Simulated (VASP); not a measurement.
Write the native input for VASP 6.6.1 that does the following.

```
Task                   : single point
Functional             : PBE
Potentials or basis    : VASP PAW PBE potentials, release 64 (Ho_3, Si, I), 4f in core
Cutoff                 : 500 eV
k mesh                 : 3 × 3 × 3
Occupations            : gaussian, width 0.2 eV
Spin                   : no spin polarisation
Dipole correction      : no
Mended                 : yes
Further INCAR settings : ALGO = Normal; EDIFF = 1e-06; NBANDS = 30
```

The structure of HoSiI4 lies in POSCAR:

```
HoSiI4
1.0
    0.0000000000      4.7056036700      4.7056036700
    4.7056036700      0.0000000000      4.7056036700
    4.7056036700      4.7056036700      0.0000000000
Ho Si I
1 1 4
Direct
    0.0000000000      0.0000000000      0.0000000000
    0.2500000000      0.2500000000      0.2500000000
    0.1250000000      0.6250000000      0.6250000000
    0.6250000000      0.6250000000      0.6250000000
    0.6250000000      0.1250000000      0.6250000000
    0.6250000000      0.6250000000      0.1250000000
```

The cell was built from a structure type or drawn by symmetry, and may not be a known phase.

One way to write it, as run:

INCAR

```
PREC     = Accurate       # precision mode
ENCUT    = 500            # plane-wave cutoff, eV
EDIFF    = 1E-6           # SCF threshold, eV
ISMEAR   = 0              # smearing method
SIGMA    = 0.2            # smearing width, eV
LREAL    = F              # projectors in reciprocal space
LASPH    = T              # aspherical terms in the spheres
NELM     = 200            # most SCF steps
ALGO     = Normal         # electronic algorithm
ISIF     = 2              # what is computed and relaxed
LWAVE    = F              # write WAVECAR
LCHARG   = F              # write CHGCAR
GGA      = PE             # functional
NBANDS   = 30             # bands
GGA_COMPAT= F            
LMAXMIX  = 6              # l up to which the mixer works
```

KPOINTS

```
regular mesh
0
Gamma
  3 3 3
```

Potentials or basis: VASP PAW PBE potentials, release 64 (Ho_3, Si, I), 4f in core.

Launch:

```bash
$ cat potpaw_PBE.64/Ho_3/POTCAR potpaw_PBE.64/Si/POTCAR potpaw_PBE.64/I/POTCAR > POTCAR
$ mpirun -np 1 vasp_std > vasp.out
```

Results of the run:

The pressure is 0.1 GPa and the band gap on the k mesh is zero (an odd number of electrons rules out a gap without spin polarisation).

Caveat: the k points lie up to 0.39 Å⁻¹ apart, too coarse for converged energies and pressures of a metal; spin-orbit coupling is left out, which moves the levels of the heavy elements; the 4f electrons are frozen in the core, so they carry no moment and show no levels; an odd number of electrons without spin polarisation forces a metal; a magnetic or distorted state may lie lower; the run has no spin polarisation, though such a crystal can be magnetic.

It took 34 s on 1 thread of Intel(R) Xeon(R) 6975P-C (Granite Rapids) (shared host), peak memory 0.35 GiB.
